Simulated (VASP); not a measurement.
# Te (P3_121) in VASP: further runs

Runs on Te. Level: revPBE. Tasks: single point.

Program: VASP 6.6.1. These are calculated values, not measurements. Logs are shortened: lines on timing, memory, paths and dates and some standing lists are left out, and cuts for length are marked.

**1. The cell of the first run**

The structure is trigonal, space group P3_121 (No. 152). The conventional cell has a = 4.747 Å, b = 4.747 Å, c = 5.897 Å, α = 90.00°, β = 90.00°, γ = 120.00°. Te (site symmetry 2) has 6 Te at 2.85 to 3.70 Å within 3.8 Å.

**2. Single point, revPBE**

Contents of INCAR:

```
SYSTEM = Te
  ALGO = Normal
  EDIFF = 1E-7
  ENCUT = 520
  GGA = RE
  ISIF = 2
  ISMEAR = -1
  LASPH = .TRUE.
  LCHARG = .FALSE.
  LREAL = .FALSE.
  LWAVE = .FALSE.
  NBANDS = 16
  NELM = 60
  PREC = Accurate
  SIGMA = 0.05
```

Contents of KPOINTS:

```
k-points
0
G
  5 5 3
  0 0 0
```

Contents of POSCAR:

```
Te
1.0
    4.7473994357      0.0000000000      0.0000000000
   -2.3736997178      4.1113685132      0.0000000000
    0.0000000000      0.0000000000      5.8967267670
Te
3
Direct
    0.2517707349      0.0000000000      0.3333333333
    0.0000000000      0.2517707349      0.6666666667
    0.7482292651      0.7482292651      0.0000000000
```

Potentials or basis: VASP PAW PBE potentials, release 64 (Te).

Launch:

```
$ cat potpaw_PBE.64/Te/POTCAR > POTCAR
$ mpirun -np 1 vasp_std > vasp.out
```

OUTCAR:

```text
SYSTEM = Te
   EDIFF = 1E-7
   ENCUT = 520
   GGA = RE
   ISIF = 2
   ISMEAR = -1
   LASPH = .TRUE.
   LREAL = .FALSE.
   NELM = 60
   PREC = Accurate

 ion  position               nearest neighbor table
   1  0.252  0.000  0.333-   3 2.85   2 2.85
   2  0.000  0.252  0.667-   3 2.85   1 2.85
   3  0.748  0.748  0.000-   2 2.85   1 2.85

  LATTYP: Found a hexagonal cell.
 ALAT       =     4.7473994357
 C/A-ratio  =     1.2420961933

  Lattice vectors:

 A1 = (   4.7473994357,   0.0000000000,   0.0000000000)
 A2 = (  -2.3736997178,   4.1113685132,   0.0000000000)
 A3 = (   0.0000000000,   0.0000000000,   5.8967267670)

Analysis of symmetry for initial positions (statically):
=====================================================================
 Subroutine PRICEL returns:
 Original cell was already a primitive cell.

 Routine SETGRP: Setting up the symmetry group for a
 hexagonal supercell.

 Subroutine GETGRP returns: Found  6 space group operations
 (whereof  2 operations were pure point group operations)
 out of a pool of 24 trial point group operations.

The static configuration has the point symmetry C_2 .
 The point group associated with its full space group is D_3 .

Analysis of symmetry for dynamics (positions and initial velocities):
=====================================================================
 Subroutine PRICEL returns:
 Original cell was already a primitive cell.

 Routine SETGRP: Setting up the symmetry group for a
 hexagonal supercell.

 Subroutine GETGRP returns: Found  6 space group operations
 (whereof  2 operations were pure point group operations)
 out of a pool of 24 trial point group operations.

The dynamic configuration has the point symmetry C_2 .
 The point group associated with its full space group is D_3 .

 Subroutine INISYM returns: Found  6 space group operations
 (whereof  2 operations are pure point group operations),
 and found     1 'primitive' translations

----------------------------------------------------------------------------------------

                                     Primitive cell

  volume of cell :     115.0941

  direct lattice vectors                    reciprocal lattice vectors
     4.747399436  0.000000000  0.000000000     0.210641639  0.121614007  0.000000000
    -2.373699718  4.111368513  0.000000000     0.000000000  0.243228014  0.000000000
     0.000000000  0.000000000  5.896726767     0.000000000  0.000000000  0.169585609

  length of vectors
     4.747399436  4.747399436  5.896726767     0.243228014  0.243228014  0.169585609

  position of ions in fractional coordinates (direct lattice)
     0.251770735  0.000000000  0.333333333
     0.000000000  0.251770735  0.666666667
     0.748229265  0.748229265  0.000000000

  ion indices of the primitive-cell ions
   primitive index   ion index
                 1           1
                 2           2
                 3           3

----------------------------------------------------------------------------------------

 KPOINTS: k-points

Automatic generation of k-mesh.
 Grid dimensions read from file:
 generate k-points for:    5    5    3

 Generating k-lattice:

  Cartesian coordinates                     Fractional coordinates (reciprocal lattice)
     0.042128328  0.024322801  0.000000000     0.200000000  0.000000000  0.000000000
     0.000000000  0.048645603  0.000000000     0.000000000  0.200000000  0.000000000
     0.000000000  0.000000000  0.056528536     0.000000000  0.000000000  0.333333333

  Length of vectors
     0.048645603  0.048645603  0.056528536

  Shift w.r.t. Gamma in fractional coordinates (k-lattice)
     0.000000000  0.000000000  0.000000000

 Subroutine IBZKPT returns following result:
 ===========================================

 Found     12 irreducible k-points:

 Following reciprocal coordinates:
            Coordinates               Weight
  0.000000  0.000000  0.000000      1.000000
  0.200000 -0.000000  0.000000      6.000000
  0.400000  0.000000  0.000000      6.000000
  0.200000  0.200000  0.000000      6.000000
  0.400000  0.200000  0.000000      6.000000
  0.000000  0.000000  0.333333      2.000000
  0.200000 -0.000000  0.333333      6.000000
  0.000000  0.200000  0.333333      6.000000
  0.400000  0.000000  0.333333      6.000000
  0.000000  0.400000  0.333333      6.000000
  0.200000  0.200000  0.333333     12.000000
  0.400000  0.200000  0.333333     12.000000
   k-points           NKPTS =     12   k-points in BZ     NKDIM =     12   number of bands    NBANDS=     16
   number of dos      NEDOS =    301   number of ions     NIONS =      3
   total plane-waves  NPLWV =  62208
   dimension x,y,z NGX =    36 NGY =   36 NGZ =   48
   dimension x,y,z NGXF=    72 NGYF=   72 NGZF=   96
   ions per type =               3
   NGX,Y,Z   is equivalent  to a cutoff of  12.61, 12.61, 13.53 a.u.
   NGXF,Y,Z  is equivalent  to a cutoff of  25.21, 25.21, 27.07 a.u.
 SYSTEM =  Te
   PREC   = accura    normal or accurate (medium, high low for compatibility)
   ISTART =      0    job   : 0-new  1-cont  2-samecut
   ICHARG =      2    charge: 1-file 2-atom 10-const
   ISPIN  =      1    spin polarized calculation?
   LNONCOLLINEAR =      F non collinear calculations
   LSORBIT =      F    spin-orbit coupling
   LASPH  =      T    aspherical Exc in radial PAW
   ENCUT  =  520.0 eV  38.22 Ry    6.18 a.u.   8.83  8.83 10.96*2*pi/ulx,y,z
   NELM   =     60;   NELMIN=  2; NELMDL= -5     # of ELM steps
   EDIFF  = 0.1E-06   stopping-criterion for ELM
   LREAL  =      F    real-space projection
   EDIFFG = 0.1E-05   stopping-criterion for IOM
   NSW    =      0    number of steps for IOM
   IBRION =     -1    ionic relax: 0-MD 1-quasi-New 2-CG
   NFREE  =      0    steps in history (QN), initial steepest desc. (CG)
   ISIF   =      2    stress and relaxation
   ISYM   =      2    0-nonsym 1-usesym 2-fastsym
   POTIM  = 0.5000    time-step for ionic-motion
   TEBEG  =    0.0;   TEEND  =   0.0 temperature during run
   PSTRESS=    0.0 pullay stress
   NELECT =      18.0000    total number of electrons
   NUPDOWN=      -1.0000    fix difference up-down
   EMIN   =  10.00;   EMAX   =-10.00  energy-range for DOS
   EFERMI =   0.00;   METHOD = LEGACY
   ISMEAR =    -1;   SIGMA  =   0.05  broadening in eV -4-tet -1-fermi 0-gaus
   EFERMI_NEDOS =   21; number of points for ismear=-14 and -15
   IALGO  =     38    algorithm
   IMIX   =      4    mixing-type and parameters
     AMIX     =   0.40;   BMIX     =  1.00
     AMIX_MAG =   1.60;   BMIX_MAG =  1.00
  volume/ion in A,a.u.               =      38.36       258.90
  Fermi-wavevector in a.u.,A,eV,Ry     =   0.882026  1.666787 10.584917  0.777969
  Thomas-Fermi vector in A             =   2.002601
   LORBIT       =      0    0 simple, 1 ext, 2 COOP (PROOUT), +10 PAW based schemes
   GGA     = RE    functional components
   LHFCALC =     F    Hartree Fock is set to
   AEXX    =    0.0000 exact exchange contribution
   IVDW    =     0    specifies the selected vdW correction
   LEPSILON=     F    determine dielectric tensor
   LRPA    =     F    only Hartree local field effects (RPA)
 non-spin polarized calculation
  energy-cutoff  :      520.00
  volume of cell :      115.09
 maximum number of plane-waves:      3106
 NGX is ok and might be reduce to    36
   NGX = 17   NGY = 17   NGZ = 21

 number of electron      18.0000000 magnetization

 Free energy of the ion-electron system (eV)
  ---------------------------------------------------
  ext. energy  EPLUGINS =         0.00000000
  ---------------------------------------------------
  free energy    TOTEN  =        -8.51073966 eV

  energy without entropy =       -8.51073353  energy(sigma->0) =       -8.51073660

 E-fermi :   4.8372     XC(G=0):  -8.3723

 val. band max:        4.2971771670   @ k =   0.0000   0.4000   0.3333
 cond. band min:       5.3124438299   @ k =   0.0000   0.0000   0.3333
 fundamental gap:      1.0152666630
 Fermi energy:         4.8371554695

 k-point     1 :       0.0000    0.0000    0.0000
  band No.  band energies     occupation
      1      -8.4444      2.00000
      2      -5.4016      2.00000
      3      -5.4016      2.00000
      4       1.5884      2.00000
      5       1.7136      2.00000
      6       1.7136      2.00000
[... 8 lines left out ...]
     15      10.1782      0.00000
     16      11.1524      0.00000

 k-point     2 :       0.2000   -0.0000    0.0000
  band No.  band energies     occupation
      1      -8.2641      2.00000
      2      -5.5256      2.00000
      3      -5.3783      2.00000
      4       0.7278      2.00000
      5       1.1839      2.00000
      6       1.5914      2.00000
[... 8 lines left out ...]
     15      10.8825      0.00000
     16      11.3406      0.00000

 k-point     3 :       0.4000    0.0000    0.0000
  band No.  band energies     occupation
      1      -7.8847      2.00000
      2      -5.8652      2.00000
      3      -5.3353      2.00000
      4       0.3219      2.00000
      5       0.7092      2.00000
      6       1.4029      2.00000
[... 8 lines left out ...]
     15      12.0619      0.00000
     16      12.8254      0.00000

 k-point     4 :       0.2000    0.2000    0.0000
  band No.  band energies     occupation
      1      -7.9737      2.00000
      2      -5.6972      2.00000
      3      -5.4335      2.00000
      4       0.4676      2.00000
      5       0.5779      2.00000
      6       1.6933      2.00000
[... 8 lines left out ...]
     15      11.5151      0.00000
     16      12.4184      0.00000
[... 96 lines left out ...]
 k-point    10 :       0.0000    0.4000    0.3333
  band No.  band energies     occupation
      1      -7.5550      2.00000
      2      -6.7145      2.00000
      3      -4.8005      2.00000
      4      -0.1520      2.00000
      5       0.7603      2.00000
      6       1.4124      2.00000
[... 8 lines left out ...]
     15      12.2237      0.00000
     16      12.3867      0.00000

 k-point    11 :       0.2000    0.2000    0.3333
  band No.  band energies     occupation
      1      -7.6393      2.00000
      2      -6.7250      2.00000
      3      -4.7117      2.00000
      4       0.2114      2.00000
      5       0.6943      2.00000
      6       1.3815      2.00000
[... 8 lines left out ...]
     15      10.9782      0.00000
     16      11.7172      0.00000

 k-point    12 :       0.4000    0.2000    0.3333
  band No.  band energies     occupation
      1      -7.4376      2.00000
      2      -6.6294      2.00000
      3      -5.0124      2.00000
      4      -0.0441      2.00000
      5       0.3319      2.00000
      6       1.0172      2.00000
[... 8 lines left out ...]
     15      11.6165      0.00000
     16      11.8972      0.00000

------------------------ aborting loop because EDIFF is reached ----------------------------------------

  FORCE on cell =-STRESS in cart. coord.  units (eV):
  Direction    XX          YY          ZZ          XY          YZ          ZX
  --------------------------------------------------------------------------------------
  -------------------------------------------------------------------------------------
  Total        0.0123787      0.0123787      0.0056035      0.0000000      0.0000000      0.0000000
  in kB        0.1723189      0.1723189      0.0780042      0.0000000      0.0000000      0.0000000
  external PRESSURE =       0.1408807 kB  Pullay stress =       0.0000000 kB

 VOLUME and BASIS-vectors are now :
 -----------------------------------------------------------------------------
  energy-cutoff  :      520.00
  volume of cell :      115.09
      direct lattice vectors                 reciprocal lattice vectors
     4.747399436  0.000000000  0.000000000     0.210641639  0.121614007  0.000000000
    -2.373699718  4.111368513  0.000000000     0.000000000  0.243228014  0.000000000
     0.000000000  0.000000000  5.896726767     0.000000000  0.000000000  0.169585609

 POSITION                                       TOTAL-FORCE (eV/Angst)
 -----------------------------------------------------------------------------------
      1.19526      0.00000      1.96558         0.006574      0.000000     -0.000000
     -0.59763      1.03512      3.93115        -0.003287      0.005693      0.000000
      1.77607      3.07625      0.00000        -0.003287     -0.005693     -0.000000
 -----------------------------------------------------------------------------------
    total drift:                                0.000000     -0.000000      0.000000

  FREE ENERGIE OF THE ION-ELECTRON SYSTEM (eV)
  ---------------------------------------------------
  free  energy   TOTEN  =        -8.5107396626 eV

  energy  without entropy=       -8.5107335308  energy(sigma->0) =       -8.51073660
```

Run time: 16 s. Hardware: 1 thread of Intel Xeon Platinum 8488C (Sapphire Rapids), shared host; peak memory 0.23 GiB.

Results:

```
Free energy            : -8.5107 eV
Pressure               : 0.0 GPa
Largest force          : 0.007 eV/Å
Band gap on the k mesh : 1.02 eV (least direct gap 1.40 eV)
```

Forces in eV/Å, atoms in the order of the input:
```
Te   0.007  0.000  0.000
Te  -0.003  0.006  0.000
Te  -0.003 -0.006  0.000
```

Caveat: the PAW data sets were made with another functional, which shifts forces and pressure a little; spin-orbit coupling is left out, which moves the levels of the heavy elements. A k mesh can miss the band edges.

(Part 1 of 3 ends here.)
